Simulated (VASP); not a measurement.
# Mg8O9 (a cell with a defect) in VASP: further runs, part 2 of 2

VASP 6.6.1. Earlier steps stand in the parts before.

## (3) Single point, PBEsol, collinear spin, zero start

File INCAR:

```
SYSTEM = Mg8O9
ALGO = Normal
EDIFF = 1E-6
ENCUT = 520
GGA = PS
ISIF = 2
ISMEAR = -1
ISPIN = 2
LASPH = .True.
LCHARG = .False.
LORBIT = 11
LREAL = Auto
LWAVE = .False.
MAGMOM = 0 0 0 0 0 0 0 0 0 0 0 0 0 0 0 0 0
NBANDS = 53
NELM = 150
PREC = Accurate
SIGMA = 0.05
```

File KPOINTS:

```
k-points
0
Gamma
  2 2 2
  0 0 0
```

File POSCAR:

```
Mg8O9
1.0
    0.0000000000      4.1948000000      4.1948000000
    4.1948000000      0.0000000000      4.1948000000
    4.1948000000      4.1948000000      0.0000000000
Mg O
8 9
Direct
    0.0009178030     -0.0163893392      0.0141723086
    0.0288929150     -0.0045055783      0.4911318776
    0.0288690760      0.4606417469      0.0259607133
   -0.0067106894      0.4913583484      0.5218008010
    0.5197983217     -0.0350791456     -0.0047320492
    0.4840397635     -0.0046128540      0.4912391532
    0.4841351197      0.4607013445      0.0259726328
    0.5120983122      0.4724063126      0.5030156384
    0.2564961381      0.2280800038      0.2585462954
    0.2564842186      0.2280442453      0.7585820540
    0.2565199771      0.7281038429      0.2585462954
    0.2564484600      0.7280561648      0.7585939735
    0.7564961381      0.2281038429      0.2584986173
    0.7564961381      0.2281276819      0.7585462954
    0.7564961381      0.7280323257      0.2586416516
    0.7563054258      0.8473467150      0.6396848479
    0.7566630113      0.6090516830      0.8773123868
```

Potentials or basis: VASP PAW PBE potentials, release 64 (Mg, O).

The run is started by

```
$ cat potpaw_PBE.64/Mg/POTCAR potpaw_PBE.64/O/POTCAR > POTCAR
$ mpirun -np 1 vasp_std > vasp.out
```

OUTCAR:

```text
SYSTEM = Mg8O9
   EDIFF = 1E-6
   ENCUT = 520
   GGA = PS
   ISIF = 2
   ISMEAR = -1
   ISPIN = 2
   LASPH = .True.
   LORBIT = 11
   LREAL = Auto
   NELM = 150
   PREC = Accurate

 ion  position               nearest neighbor table
   1  0.001  0.984  0.014-  13 2.05  11 2.10  15 2.10  10 2.10  14 2.10  12 2.14   2 2.95   3 2.95
                             7 2.95   6 2.95   4 2.97   4 2.97   5 2.97   5 2.97   6 2.99   7 2.99
   2  0.029  0.995  0.491-  16 1.84   9 1.93  12 2.08  11 2.10  14 2.10  13 2.13   6 2.70   3 2.76
                            17 2.80   5 2.93   4 2.93   8 2.95   1 2.95   1 2.99   8 2.99   4 3.01
   3  0.029  0.461  0.026-  17 1.84   9 1.93  12 2.08  10 2.10  15 2.10  13 2.12   7 2.70   2 2.76
                            16 2.80   5 2.93   4 2.93   1 2.95   8 2.95   8 2.99   1 2.99   4 3.01
   4  0.993  0.491  0.522-  15 2.10  11 2.10  10 2.10  14 2.10  17 2.11  16 2.11   9 2.21   7 2.93
                             6 2.93   2 2.93   3 2.93   1 2.97   1 2.97   8 2.97   8 2.97   3 3.01
   5  0.520  0.965  0.995-  14 2.10  10 2.10  15 2.10  11 2.10  16 2.11  17 2.11   9 2.21   7 2.93
[... 1080 lines left out ...]
 -----------------------------------------------------------------------------------
    total drift:                               -0.023287      0.012574     -0.014470

  FREE ENERGIE OF THE ION-ELECTRON SYSTEM (eV)
  ---------------------------------------------------
  free  energy   TOTEN  =      -101.8249793055 eV

  energy  without entropy=     -101.8249793055  energy(sigma->0) =     -101.82497931

 total charge

# of ion       s       p       d       tot
------------------------------------------
    1        0.152   0.186   0.083   0.421
    2        0.172   0.227   0.109   0.509
    3        0.172   0.227   0.109   0.509
    4        0.145   0.180   0.084   0.409
    5        0.145   0.180   0.084   0.409
    6        0.172   0.227   0.109   0.509
[... 9 lines left out ...]
   16        1.588   3.549   0.000   5.136
   17        1.588   3.549   0.000   5.136
--------------------------------------------------
tot         15.221  33.676   0.772  49.670

 magnetization (x)

# of ion       s       p       d       tot
------------------------------------------
    1        0.000   0.000  -0.000   0.000
    2       -0.000  -0.000   0.000  -0.000
    3       -0.000  -0.000  -0.000  -0.000
    4       -0.000  -0.000  -0.000  -0.000
    5       -0.000  -0.000  -0.000  -0.000
    6       -0.000  -0.000  -0.000  -0.000
[... 9 lines left out ...]
   16       -0.000   0.000   0.000  -0.000
   17       -0.000   0.000   0.000  -0.000
--------------------------------------------------
tot         -0.000  -0.000  -0.000  -0.000
```

OSZICAR:

```text
N       E                     dE             d eps       ncg     rms          rms(c)
DAV:   1     0.351225236590E+03    0.35123E+03   -0.35878E+04  1768   0.123E+03
DAV:   2    -0.899443024068E+02   -0.44117E+03   -0.42845E+03  2067   0.276E+02
DAV:   3    -0.113390080777E+03   -0.23446E+02   -0.23315E+02  2107   0.645E+01
DAV:   4    -0.113541714259E+03   -0.15163E+00   -0.15148E+00  2059   0.578E+00
DAV:   5    -0.113542478228E+03   -0.76397E-03   -0.76389E-03  2039   0.408E-01    0.200E+01
DAV:   6    -0.102259937095E+03    0.11283E+02   -0.34783E+01  1882   0.259E+01    0.678E+00
DAV:   7    -0.101969160603E+03    0.29078E+00   -0.96531E-01  1859   0.492E+00    0.413E+00
DAV:   8    -0.101835536087E+03    0.13362E+00   -0.40320E-01  2047   0.373E+00    0.808E-01
DAV:   9    -0.101827005176E+03    0.85309E-02   -0.99420E-02  1979   0.176E+00    0.470E-01
DAV:  10    -0.101825040570E+03    0.19646E-02   -0.10678E-02  1956   0.536E-01    0.153E-01
DAV:  11    -0.101824991489E+03    0.49081E-04   -0.30178E-03  1982   0.288E-01    0.797E-02
DAV:  12    -0.101824973045E+03    0.18444E-04   -0.34491E-04  2017   0.100E-01    0.189E-02
DAV:  13    -0.101824979047E+03   -0.60023E-05   -0.30309E-05  2051   0.251E-02    0.743E-03
DAV:  14    -0.101824979305E+03   -0.25799E-06   -0.29097E-06  1777   0.103E-02
   1 F= -.10182498E+03 E0= -.10182498E+03  d E =-.109585E-10  mag=    -0.0000
```

stdout:

```text
POSCAR found type information on POSCAR MgO
 POSCAR found :  2 types and      17 ions
 scaLAPACK will be used
 -----------------------------------------------------------------------------
|                                                                             |
|                                                                             |
|     You enforced a specific xc type in the INCAR file but a different       |
|     I HOPE YOU KNOW WHAT YOU ARE DOING!                                     |
|                                                                             |
 -----------------------------------------------------------------------------

 LDA part: xc-table for (Slater+PW92), standard interpolation
 POSCAR, INCAR and KPOINTS ok, starting setup
 FFT: planning ... GRIDC
 FFT: planning ... GRID_SOFT
 FFT: planning ... GRID
 WAVECAR not read
 entering main loop
```

Run time: 4.7 min. Hardware: 1 thread of Intel Xeon Platinum 8259CL at 2.50GHz (Skylake/Cascade Lake), shared host; peak memory 0.42 GiB.

What came out:

| Property | Result |
| --- | --- |
| Free energy | -101.8250 eV |
| Pressure | 17.8 GPa |
| Largest force | 0.284 eV/Å |
| Band gap on the k mesh | 3.90 eV |
| Net moment | 0.00 μB per cell |
| Valence electrons inside the program's atomic spheres | Mg 0.42, 0.51, 0.41 (each value once); O 5.17, 5.09, 5.08, 5.10, 5.14 (each value once) |

Forces in eV/Å, atoms in the order of the input:
```
Mg   0.004 -0.002  0.003
Mg   0.001  0.002  0.003
Mg   0.003  0.001  0.004
Mg   0.004  0.000 -0.003
Mg  -0.002 -0.001 -0.003
Mg   0.001 -0.003  0.002
Mg   0.001 -0.003 -0.001
Mg   0.001 -0.002  0.002
O   -0.001  0.003  0.001
O   -0.001  0.000  0.000
O   -0.002  0.002 -0.003
O   -0.001  0.001  0.000
O    0.000  0.001 -0.001
O   -0.002  0.003 -0.002
O   -0.003 -0.002  0.000
O   -0.004 -0.201  0.200
O    0.002  0.199 -0.202
```

Levels at points of the mesh, in eV from the valence-band top:
Spin up:
| k point | band 33 | band 34 | band 35 | band 36 | band 37 | band 38 |
| --- | --- | --- | --- | --- | --- | --- |
| (0.00, 0.00, 0.00) | -1.15 | -1.11 | -1.04 | 3.90 | 6.06 | 6.45 |
| (0.50, 0.00, 0.00) | -1.40 | -1.31 | -0.23 | 5.87 | 6.05 | 6.61 |
| (0.00, 0.50, 0.00) | -1.07 | -0.83 | -0.64 | 4.86 | 6.18 | 6.20 |
| (0.00, 0.00, 0.50) | -1.07 | -0.82 | -0.65 | 4.86 | 6.18 | 6.20 |
| (0.50, 0.50, 0.50) | -1.40 | -1.31 | -0.23 | 5.87 | 6.05 | 6.61 |
| (0.50, 0.50, 0.00) | -1.13 | -0.75 | -0.56 | 4.91 | 7.12 | 7.20 |
| (0.00, 0.50, 0.50) | -1.54 | -0.58 | 0.00 | 6.03 | 7.08 | 7.31 |
| (0.50, 0.00, 0.50) | -1.13 | -0.75 | -0.56 | 4.91 | 7.12 | 7.20 |
Spin down:
```csv
k point,band 32,band 33,band 34,band 35,band 36,band 37,band 38,band 39
"(0.00, 0.00, 0.00)",-1.53,-1.15,-1.11,-1.04,3.90,6.06,6.45,6.67
"(0.50, 0.00, 0.00)",-1.45,-1.40,-1.31,-0.23,5.87,6.05,6.61,8.20
"(0.00, 0.50, 0.00)",-1.43,-1.07,-0.83,-0.64,4.86,6.18,6.20,8.25
"(0.00, 0.00, 0.50)",-1.43,-1.07,-0.82,-0.65,4.86,6.18,6.20,8.24
"(0.50, 0.50, 0.50)",-1.45,-1.40,-1.31,-0.23,5.87,6.05,6.61,8.20
"(0.50, 0.50, 0.00)",-1.48,-1.13,-0.75,-0.56,4.91,7.12,7.20,8.50
"(0.00, 0.50, 0.50)",-1.63,-1.54,-0.58,0.00,6.03,7.08,7.31,8.16
"(0.50, 0.00, 0.50)",-1.48,-1.13,-0.75,-0.56,4.91,7.12,7.20,8.50
```

Caveat: the k points lie up to 0.65 Å⁻¹ apart; the PAW data sets were made with another functional, which shifts forces and pressure a little.

## (4) Single point, PBEsol, collinear spin, zero start

File INCAR:

```
SYSTEM = Mg8O9
PREC = Accurate ; ENCUT = 520
EDIFF = 1E-6 ; ISMEAR = -1
SIGMA = 0.05 ; LREAL = Auto
LASPH = .True. ; NELM = 150
ALGO = Normal ; ISIF = 2
LWAVE = .False. ; LCHARG = .False.
ISPIN = 2 ; MAGMOM = 0 0 0 0 0 0 0 0 0 0 0 0 0 0 0 0 0
LORBIT = 11 ; GGA = PS
NBANDS = 53
```

File KPOINTS:

```
regular mesh
0
Gamma
  2 2 2
  0 0 0
```

File POSCAR:

```
Mg8O9
1.0
    0.0000000000      4.1948000000      4.1948000000
    4.1948000000      0.0000000000      4.1948000000
    4.1948000000      4.1948000000      0.0000000000
Mg O
8 9
Direct
    0.0008939640     -0.0162224659      0.0141484695
    0.0290240298     -0.0046128540      0.4911914752
    0.0289048346      0.4608205397      0.0259964718
   -0.0063531038      0.4908338896      0.5213955373
    0.5192738629     -0.0347930771     -0.0043029465
    0.4841589587     -0.0044459807      0.4910246019
    0.4839682464      0.4607013445      0.0259964718
    0.5121340708      0.4724659102      0.5029798799
    0.2564722990      0.2280800038      0.2585939735
    0.2564961381      0.2280561648      0.7585939735
    0.2564365405      0.7280204062      0.2585820540
    0.2566034138      0.7281157624      0.7584866978
    0.7565080576      0.2280919233      0.2585820540
    0.7564722990      0.2280800038      0.7585939735
    0.7565080576      0.7281634405      0.2585343759
    0.7566391723      0.8468699342      0.6394941356
    0.7563531038      0.6091947173      0.8776699723
```

The run is started by

```
$ cat potpaw_PBE.64/Mg/POTCAR potpaw_PBE.64/O/POTCAR > POTCAR
$ mpirun -np 1 vasp_std > vasp.out
```

It took 4.8 min on 1 thread of Intel Xeon Platinum 8259CL at 2.50GHz (Skylake/Cascade Lake), shared host; peak memory 0.43 GiB.

The run converged. Its results:

| Item | Value |
| --- | --- |
| Free energy | -101.8247 eV |
| Pressure | 17.8 GPa |
| Largest force | 0.291 eV/Å |
| Band gap on the k mesh | 3.88 eV |
| Net moment | 0.00 μB per cell |
| Valence electrons inside the program's atomic spheres | Mg 0.42, 0.51, 0.41 (each value once); O 5.17, 5.09, 5.08, 5.10, 5.14 (each value once) |

Forces on the atoms (eV/Å):
```
Mg   0.004  0.000 -0.001
Mg   0.002 -0.008 -0.034
Mg  -0.004 -0.036 -0.007
Mg   0.060  0.001  0.004
Mg  -0.052  0.002  0.003
Mg   0.003  0.036  0.002
Mg  -0.001  0.005  0.038
Mg  -0.002 -0.003  0.000
O   -0.002 -0.002 -0.001
O    0.000  0.000  0.001
O    0.000  0.004  0.003
O   -0.001  0.000 -0.006
O    0.000  0.001 -0.001
O   -0.004  0.001 -0.002
O   -0.005 -0.001 -0.005
O    0.005 -0.204  0.207
O   -0.003  0.205 -0.201
```

Stress tensor (GPa, compression positive):
```
 9.29  0.01 -0.01
 0.01 22.08 -1.36
-0.01 -1.36 22.08
```

Levels at points of the mesh, in eV from the valence-band top:
Spin up:
| k point | band 33 | band 34 | band 35 | band 36 | band 37 | band 38 |
| --- | --- | --- | --- | --- | --- | --- |
| (0.00, 0.00, 0.00) | -1.16 | -1.13 | -1.05 | 3.88 | 6.07 | 6.43 |
| (0.50, 0.00, 0.00) | -1.42 | -1.32 | -0.23 | 5.85 | 6.05 | 6.59 |
| (0.00, 0.50, 0.00) | -1.08 | -0.83 | -0.65 | 4.86 | 6.16 | 6.18 |
| (0.00, 0.00, 0.50) | -1.07 | -0.83 | -0.64 | 4.86 | 6.16 | 6.18 |
| (0.50, 0.50, 0.50) | -1.42 | -1.32 | -0.23 | 5.85 | 6.05 | 6.59 |
| (0.50, 0.50, 0.00) | -1.14 | -0.76 | -0.56 | 4.91 | 7.10 | 7.18 |
| (0.00, 0.50, 0.50) | -1.55 | -0.58 | 0.00 | 6.04 | 7.07 | 7.29 |
| (0.50, 0.00, 0.50) | -1.14 | -0.76 | -0.56 | 4.91 | 7.10 | 7.18 |
Spin down:
| k point | band 33 | band 34 | band 35 | band 36 | band 37 | band 38 |
| --- | --- | --- | --- | --- | --- | --- |
| (0.00, 0.00, 0.00) | -1.16 | -1.13 | -1.05 | 3.88 | 6.07 | 6.43 |
| (0.50, 0.00, 0.00) | -1.42 | -1.32 | -0.23 | 5.85 | 6.05 | 6.59 |
| (0.00, 0.50, 0.00) | -1.08 | -0.83 | -0.65 | 4.86 | 6.16 | 6.18 |
| (0.00, 0.00, 0.50) | -1.07 | -0.83 | -0.64 | 4.86 | 6.16 | 6.18 |
| (0.50, 0.50, 0.50) | -1.42 | -1.32 | -0.23 | 5.85 | 6.05 | 6.59 |
| (0.50, 0.50, 0.00) | -1.14 | -0.76 | -0.56 | 4.91 | 7.10 | 7.18 |
| (0.00, 0.50, 0.50) | -1.55 | -0.58 | 0.00 | 6.04 | 7.07 | 7.29 |
| (0.50, 0.00, 0.50) | -1.14 | -0.76 | -0.56 | 4.91 | 7.10 | 7.18 |

Caveat: the k points lie up to 0.65 Å⁻¹ apart; the PAW data sets were made with another functional, which shifts forces and pressure a little.

## (5) Single point, PBEsol, collinear spin

File INCAR:

```
  PREC = Accurate
  ENCUT = 520
  EDIFF = 1E-6
  ISMEAR = -1
  SIGMA = 0.05
  LREAL = Auto
  LASPH = T
  NELM = 150
  ALGO = Normal
  ISIF = 2
  LWAVE = F
  LCHARG = F
  ISPIN = 2
  MAGMOM = 0 0 0 0 0 0 0 0 0 0 0 0 0 0 0 0 1
  LORBIT = 11
  GGA = PS
  NBANDS = 53
```

File KPOINTS:

```
regular mesh
0
Gamma
  2 2 2
```

File POSCAR:

```
Mg8O9
1.0
    0.0000000000      4.1948000000      4.1948000000
    4.1948000000      0.0000000000      4.1948000000
    4.1948000000      4.1948000000      0.0000000000
Mg O
8 9
Direct
    0.0009282748     -0.0163619100      0.0141229503
    0.0289415236     -0.0045106146      0.4911060534
    0.0288790053      0.4606397398      0.0259931802
   -0.0065137329      0.4910987285      0.5216185946
    0.5195421800     -0.0348767596     -0.0044758841
    0.4840484519     -0.0046033858      0.4911898550
    0.4840967785      0.4606894887      0.0259924273
    0.5120607239      0.4724523009      0.5030442185
    0.2565252494      0.2280911553      0.2585551503
    0.2565172599      0.2280463205      0.7585837132
    0.2565124208      0.7280913580      0.2585624424
    0.2565000945      0.7280385536      0.7585907762
    0.7564966171      0.2281463545      0.2585038846
    0.7565172451      0.2281062393      0.7585410752
    0.7564876099      0.7280806903      0.2585924476
    0.7563192346      0.8472584411      0.6397356202
    0.7566267635      0.6091268992      0.8772672952
```

The run is started by

```
$ cat potpaw_PBE.64/Mg/POTCAR potpaw_PBE.64/O/POTCAR > POTCAR
$ mpirun -np 1 vasp_std > vasp.out
```

Run time: 5 min. Hardware: 1 thread of Intel Xeon Platinum 8259CL at 2.50GHz (Skylake/Cascade Lake), shared host; peak memory 0.43 GiB.

The run converged. Its results:

```
Free energy                                           : -101.8247 eV
Pressure                                              : 17.8 GPa
Largest force                                         : 0.311 eV/Å
Band gap on the k mesh                                : 3.89 eV
Net moment                                            : 0.00 μB per cell
Valence electrons inside the program's atomic spheres : Mg 0.42, 0.51, 0.41 (each value once); O 5.17, 5.09, 5.08, 5.10, 5.14 (each value once)
```

Forces in eV/Å, atoms in the order of the input:
```
Mg   0.008  0.000  0.002
Mg   0.002 -0.003 -0.019
Mg   0.003 -0.021 -0.001
Mg   0.031 -0.001  0.000
Mg  -0.031 -0.001 -0.001
Mg   0.003  0.019  0.008
Mg   0.001  0.003  0.021
Mg  -0.004 -0.001  0.002
O   -0.002  0.000 -0.003
O    0.000 -0.001 -0.002
O   -0.001  0.001 -0.002
O   -0.001 -0.001 -0.001
O   -0.003  0.002 -0.003
O   -0.002  0.002 -0.002
O   -0.002  0.001 -0.001
O   -0.003 -0.219  0.221
O    0.001  0.220 -0.218
```

Stress tensor (GPa, compression positive):
```
 9.30 -0.03  0.02
-0.03 22.09 -1.38
 0.02 -1.38 22.09
```

Levels at points of the mesh, in eV from the valence-band top:
Spin up:
| k point | band 33 | band 34 | band 35 | band 36 | band 37 | band 38 |
| --- | --- | --- | --- | --- | --- | --- |
| (0.00, 0.00, 0.00) | -1.16 | -1.12 | -1.05 | 3.89 | 6.07 | 6.44 |
| (0.50, 0.00, 0.00) | -1.41 | -1.32 | -0.23 | 5.86 | 6.06 | 6.60 |
| (0.00, 0.50, 0.00) | -1.07 | -0.83 | -0.64 | 4.87 | 6.17 | 6.19 |
| (0.00, 0.00, 0.50) | -1.07 | -0.83 | -0.65 | 4.87 | 6.16 | 6.19 |
| (0.50, 0.50, 0.50) | -1.41 | -1.32 | -0.23 | 5.86 | 6.06 | 6.60 |
| (0.50, 0.50, 0.00) | -1.13 | -0.75 | -0.56 | 4.92 | 7.11 | 7.19 |
| (0.00, 0.50, 0.50) | -1.55 | -0.58 | 0.00 | 6.04 | 7.07 | 7.30 |
| (0.50, 0.00, 0.50) | -1.13 | -0.75 | -0.56 | 4.92 | 7.11 | 7.19 |
Spin down:
| k point | band 32 | band 33 | band 34 | band 35 | band 36 | band 37 | band 38 | band 39 |
| --- | --- | --- | --- | --- | --- | --- | --- | --- |
| (0.00, 0.00, 0.00) | -1.54 | -1.16 | -1.12 | -1.05 | 3.89 | 6.07 | 6.44 | 6.66 |
| (0.50, 0.00, 0.00) | -1.46 | -1.41 | -1.32 | -0.23 | 5.86 | 6.06 | 6.60 | 8.19 |
| (0.00, 0.50, 0.00) | -1.44 | -1.07 | -0.83 | -0.64 | 4.87 | 6.17 | 6.19 | 8.23 |
| (0.00, 0.00, 0.50) | -1.44 | -1.07 | -0.83 | -0.65 | 4.87 | 6.16 | 6.19 | 8.23 |
| (0.50, 0.50, 0.50) | -1.46 | -1.41 | -1.32 | -0.23 | 5.86 | 6.06 | 6.60 | 8.19 |
| (0.50, 0.50, 0.00) | -1.49 | -1.13 | -0.75 | -0.56 | 4.92 | 7.11 | 7.19 | 8.49 |
| (0.00, 0.50, 0.50) | -1.64 | -1.55 | -0.58 | 0.00 | 6.04 | 7.07 | 7.30 | 8.15 |
| (0.50, 0.00, 0.50) | -1.49 | -1.13 | -0.75 | -0.56 | 4.92 | 7.11 | 7.19 | 8.49 |

Caveat: the k points lie up to 0.65 Å⁻¹ apart; the PAW data sets were made with another functional, which shifts forces and pressure a little.
